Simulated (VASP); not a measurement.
# BN (Qingsongite) (F-43m) in VASP: single point with PBE

Aim: the single point of BN (Qingsongite) with PBE.

All numbers are computed with VASP 6.6.1; they aren't measurements. Logs are shortened: lines on timing, memory, paths and dates and some standing lists are left out, and cuts for length are marked.

### 1 The cell of the first run

It takes space group F-43m (No. 216, cubic). Conventional cell: a = 3.615 Å, b = 3.615 Å, c = 3.615 Å, α = 90.00°, β = 90.00°, γ = 90.00°. Within 2.1 Å of B (site symmetry -43m) lie 4 N at 1.57 Å. Within 2.1 Å of N (site symmetry -43m) lie 4 B at 1.57 Å.

### 2 Single point, PBE

The input, INCAR:

```
ALGO = Normal
EDIFF = 1E-7
ENCUT = 520
GGA = PE
ISIF = 2
ISMEAR = 0
LASPH = True
LCHARG = True
LELF = True
LREAL = False
LVHAR = True
LWAVE = False
NBANDS = 11
NELM = 100
PREC = Accurate
SIGMA = 0.01
```

The input, KPOINTS:

```
k-points
0
Gamma
  7 7 7
```

The input, POSCAR:

```
BN
1.0
    0.0000000000      1.8075000000      1.8075000000
    1.8075000000      0.0000000000      1.8075000000
    1.8075000000      1.8075000000      0.0000000000
B N
1 1
Direct
    0.0000000000      0.0000000000      0.0000000000
    0.2500000000      0.2500000000      0.2500000000
```

Potentials or basis: VASP PAW PBE potentials, release 64 (B, N).

The run is started by

```bash
> cat potpaw_PBE.64/B/POTCAR potpaw_PBE.64/N/POTCAR > POTCAR
> mpirun -np 1 vasp_std > vasp.out
```

OUTCAR:

```text
EDIFF = 1E-7
   ENCUT = 520
   GGA = PE
   ISIF = 2
   ISMEAR = 0
   LASPH = True
   LREAL = False
   NELM = 100
   PREC = Accurate

 ion  position               nearest neighbor table
   1  0.000  0.000  0.000-   2 1.57   2 1.57   2 1.57   2 1.57
   2  0.250  0.250  0.250-   1 1.57   1 1.57   1 1.57   1 1.57

  LATTYP: Found a face centered cubic cell.
 ALAT       =     3.6150000000

  Lattice vectors:

 A1 = (   0.0000000000,   1.8075000000,   1.8075000000)
 A2 = (   1.8075000000,   0.0000000000,   1.8075000000)
 A3 = (   1.8075000000,   1.8075000000,   0.0000000000)

Analysis of symmetry for initial positions (statically):
=====================================================================
 Subroutine PRICEL returns:
 Original cell was already a primitive cell.

 Routine SETGRP: Setting up the symmetry group for a
 face centered cubic supercell.

 Subroutine GETGRP returns: Found 24 space group operations
 (whereof 24 operations were pure point group operations)
 out of a pool of 48 trial point group operations.

The static configuration has the point symmetry T_d .

Analysis of symmetry for dynamics (positions and initial velocities):
=====================================================================
 Subroutine PRICEL returns:
 Original cell was already a primitive cell.

 Routine SETGRP: Setting up the symmetry group for a
 face centered cubic supercell.

 Subroutine GETGRP returns: Found 24 space group operations
 (whereof 24 operations were pure point group operations)
 out of a pool of 48 trial point group operations.

The dynamic configuration has the point symmetry T_d .

 Subroutine INISYM returns: Found 24 space group operations
 (whereof 24 operations are pure point group operations),
 and found     1 'primitive' translations

----------------------------------------------------------------------------------------

                                     Primitive cell

  volume of cell :      11.8104

  direct lattice vectors                    reciprocal lattice vectors
     0.000000000  1.807500000  1.807500000    -0.276625173  0.276625173  0.276625173
     1.807500000  0.000000000  1.807500000     0.276625173 -0.276625173  0.276625173
     1.807500000  1.807500000  0.000000000     0.276625173  0.276625173 -0.276625173

  length of vectors
     2.556191014  2.556191014  2.556191014     0.479128854  0.479128854  0.479128854

  position of ions in fractional coordinates (direct lattice)
     0.000000000  0.000000000  0.000000000
     0.250000000  0.250000000  0.250000000

  ion indices of the primitive-cell ions
   primitive index   ion index
                 1           1
                 2           2

----------------------------------------------------------------------------------------

 KPOINTS: k-points

Automatic generation of k-mesh.
 Grid dimensions read from file:
 generate k-points for:    7    7    7

 Generating k-lattice:

  Cartesian coordinates                     Fractional coordinates (reciprocal lattice)
    -0.039517882  0.039517882  0.039517882     0.142857143  0.000000000  0.000000000
     0.039517882 -0.039517882  0.039517882     0.000000000  0.142857143  0.000000000
     0.039517882  0.039517882 -0.039517882     0.000000000  0.000000000  0.142857143

  Length of vectors
     0.068446979  0.068446979  0.068446979

  Shift w.r.t. Gamma in fractional coordinates (k-lattice)
     0.000000000  0.000000000  0.000000000

 Subroutine IBZKPT returns following result:
 ===========================================

 Found     20 irreducible k-points:

 Following reciprocal coordinates:
            Coordinates               Weight
  0.000000  0.000000  0.000000      1.000000
  0.142857  0.000000  0.000000      8.000000
  0.285714  0.000000  0.000000      8.000000
  0.428571  0.000000  0.000000      8.000000
  0.142857  0.142857  0.000000      6.000000
  0.285714  0.142857  0.000000     24.000000
[... 12 lines left out ...]
 -0.428571  0.428571  0.142857     24.000000
 -0.285714  0.428571  0.142857     24.000000
   k-points           NKPTS =     20   k-points in BZ     NKDIM =     20   number of bands    NBANDS=     11
   number of dos      NEDOS =    301   number of ions     NIONS =      2
   total plane-waves  NPLWV =   8000
   dimension x,y,z NGX =    20 NGY =   20 NGZ =   20
   dimension x,y,z NGXF=    40 NGYF=   40 NGZF=   40
   ions per type =               1   1
   NGX,Y,Z   is equivalent  to a cutoff of  13.01, 13.01, 13.01 a.u.
   NGXF,Y,Z  is equivalent  to a cutoff of  26.01, 26.01, 26.01 a.u.
 SYSTEM =  unknown system
   PREC   = accura    normal or accurate (medium, high low for compatibility)
   ISTART =      0    job   : 0-new  1-cont  2-samecut
   ICHARG =      2    charge: 1-file 2-atom 10-const
   ISPIN  =      1    spin polarized calculation?
   LNONCOLLINEAR =      F non collinear calculations
   LSORBIT =      F    spin-orbit coupling
   LASPH  =      T    aspherical Exc in radial PAW
   ENCUT  =  520.0 eV  38.22 Ry    6.18 a.u.   4.75  4.75  4.75*2*pi/ulx,y,z
   NELM   =    100;   NELMIN=  2; NELMDL= -5     # of ELM steps
   EDIFF  = 0.1E-06   stopping-criterion for ELM
   LREAL  =      F    real-space projection
   EDIFFG = 0.1E-05   stopping-criterion for IOM
   NSW    =      0    number of steps for IOM
   IBRION =     -1    ionic relax: 0-MD 1-quasi-New 2-CG
   NFREE  =      0    steps in history (QN), initial steepest desc. (CG)
   ISIF   =      2    stress and relaxation
   ISYM   =      2    0-nonsym 1-usesym 2-fastsym
   POTIM  = 0.5000    time-step for ionic-motion
   TEBEG  =    0.0;   TEEND  =   0.0 temperature during run
   PSTRESS=    0.0 pullay stress
   NELECT =       8.0000    total number of electrons
   NUPDOWN=      -1.0000    fix difference up-down
   EMIN   =  10.00;   EMAX   =-10.00  energy-range for DOS
   EFERMI =   0.00;   METHOD = LEGACY
   ISMEAR =     0;   SIGMA  =   0.01  broadening in eV -4-tet -1-fermi 0-gaus
   EFERMI_NEDOS =   21; number of points for ismear=-14 and -15
   IALGO  =     38    algorithm
   IMIX   =      4    mixing-type and parameters
     AMIX     =   0.40;   BMIX     =  1.00
     AMIX_MAG =   1.60;   BMIX_MAG =  1.00
  volume/ion in A,a.u.               =       5.91        39.85
  Fermi-wavevector in a.u.,A,eV,Ry     =   1.437749  2.716952 28.124920  2.067123
  Thomas-Fermi vector in A             =   2.556793
   LORBIT       =      0    0 simple, 1 ext, 2 COOP (PROOUT), +10 PAW based schemes
   GGA     = PE    functional components
   LHFCALC =     F    Hartree Fock is set to
   AEXX    =    0.0000 exact exchange contribution
   IVDW    =     0    specifies the selected vdW correction
   LEPSILON=     F    determine dielectric tensor
   LRPA    =     F    only Hartree local field effects (RPA)
 non-spin polarized calculation
 Gauss-broadening in eV      SIGMA  =   0.01
  energy-cutoff  :      520.00
  volume of cell :       11.81
 maximum number of plane-waves:       331
   NGX =  9   NGY =  9   NGZ =  9

 number of electron       7.9999999 magnetization

 Free energy of the ion-electron system (eV)
  ---------------------------------------------------
  ext. energy  EPLUGINS =         0.00000000
  ---------------------------------------------------
  free energy    TOTEN  =       -17.44875227 eV

  energy without entropy =      -17.44875227  energy(sigma->0) =      -17.44875227

 E-fermi :   7.4599     XC(G=0): -12.8218

 val. band max:        7.4037683389   @ k =   0.0000   0.0000   0.0000
 cond. band min:      12.1157809254   @ k =   0.4286   0.4286   0.0000
 fundamental gap:      4.7120125865
 Fermi energy:         7.4599414412

 k-point     1 :       0.0000    0.0000    0.0000
  band No.  band energies     occupation
      1     -12.8273      2.00000
      2       7.4038      2.00000
      3       7.4038      2.00000
      4       7.4038      2.00000
      5      16.2230      0.00000
      6      16.2230      0.00000
      7      16.2230      0.00000
      8      17.7530      0.00000
      9      32.1555      0.00000
     10      35.1715      0.00000
     11      35.1715      0.00000

 k-point     2 :       0.1429    0.0000    0.0000
  band No.  band energies     occupation
      1     -12.3333      2.00000
      2       5.0562      2.00000
      3       6.9240      2.00000
      4       6.9240      2.00000
      5      16.6596      0.00000
      6      16.9375      0.00000
      7      16.9375      0.00000
      8      19.2340      0.00000
      9      31.5773      0.00000
     10      31.7427      0.00000
     11      31.7427      0.00000

 k-point     3 :       0.2857    0.0000    0.0000
  band No.  band energies     occupation
      1     -10.9201      2.00000
      2       0.8732      2.00000
      3       6.0753      2.00000
      4       6.0753      2.00000
      5      17.1701      0.00000
      6      17.9170      0.00000
      7      17.9170      0.00000
      8      21.4397      0.00000
      9      30.7101      0.00000
     10      31.2088      0.00000
     11      31.2088      0.00000

 k-point     4 :       0.4286    0.0000    0.0000
  band No.  band energies     occupation
      1      -9.0494      2.00000
      2      -2.6339      2.00000
      3       5.5350      2.00000
      4       5.5350      2.00000
      5      17.5039      0.00000
      6      18.1160      0.00000
      7      18.1160      0.00000
      8      22.5330      0.00000
      9      30.7611      0.00000
     10      33.5633      0.00000
     11      33.5633      0.00000
[... 183 lines left out ...]
 k-point    18 :      -0.4286    0.2857    0.1429
  band No.  band energies     occupation
      1      -8.0819      2.00000
      2      -1.4990      2.00000
      3       2.0418      2.00000
      4       3.7190      2.00000
      5      16.8570      0.00000
      6      18.8669      0.00000
      7      21.7752      0.00000
      8      23.0407      0.00000
      9      26.6996      0.00000
     10      32.8565      0.00000
     11      35.2014      0.00000

 k-point    19 :      -0.4286    0.4286    0.1429
  band No.  band energies     occupation
      1      -7.5298      2.00000
      2      -0.6896      2.00000
      3       1.5994      2.00000
      4       2.0009      2.00000
      5      14.6555      0.00000
      6      18.8730      0.00000
      7      22.3417      0.00000
      8      24.6342      0.00000
      9      27.0681      0.00000
     10      33.4736      0.00000
     11      37.8466      0.00000

 k-point    20 :      -0.2857    0.4286    0.1429
  band No.  band energies     occupation
      1      -7.1100      2.00000
      2      -0.5307      2.00000
      3      -0.0495      2.00000
      4       2.3186      2.00000
      5      16.2505      0.00000
      6      20.5527      0.00000
      7      22.0171      0.00000
      8      23.3179      0.00000
      9      26.0334      0.00000
     10      33.0893      0.00000
     11      35.8611      0.00000

------------------------ aborting loop because EDIFF is reached ----------------------------------------

  FORCE on cell =-STRESS in cart. coord.  units (eV):
  Direction    XX          YY          ZZ          XY          YZ          ZX
  --------------------------------------------------------------------------------------
  -------------------------------------------------------------------------------------
  Total        0.2432565      0.2432565      0.2432565      0.0000000      0.0000000     -0.0000000
  in kB       32.9997113     32.9997113     32.9997113      0.0000000      0.0000000     -0.0000000
  external PRESSURE =      32.9997113 kB  Pullay stress =       0.0000000 kB

 VOLUME and BASIS-vectors are now :
 -----------------------------------------------------------------------------
  energy-cutoff  :      520.00
  volume of cell :       11.81
      direct lattice vectors                 reciprocal lattice vectors
     0.000000000  1.807500000  1.807500000    -0.276625173  0.276625173  0.276625173
     1.807500000  0.000000000  1.807500000     0.276625173 -0.276625173  0.276625173
     1.807500000  1.807500000  0.000000000     0.276625173  0.276625173 -0.276625173

 POSITION                                       TOTAL-FORCE (eV/Angst)
 -----------------------------------------------------------------------------------
      0.00000      0.00000      0.00000         0.000000      0.000000      0.000000
      0.90375      0.90375      0.90375        -0.000000     -0.000000     -0.000000
 -----------------------------------------------------------------------------------
    total drift:                                0.000000      0.000000      0.000000

  FREE ENERGIE OF THE ION-ELECTRON SYSTEM (eV)
  ---------------------------------------------------
  free  energy   TOTEN  =       -17.4487522696 eV

  energy  without entropy=      -17.4487522696  energy(sigma->0) =      -17.44875227
```

Wall time 3.7 s (1 thread of AMD EPYC 7R13 (Zen 3), shared host); peak memory 0.08 GiB.

Results:

```yaml
Free_energy: -17.4488 eV
Pressure: 3.3 GPa
Band_gap_on_the_k_mesh: 4.71 eV, indirect (least direct gap 8.82 eV)
```

Caveat: the k points lie up to 0.43 Å⁻¹ apart.
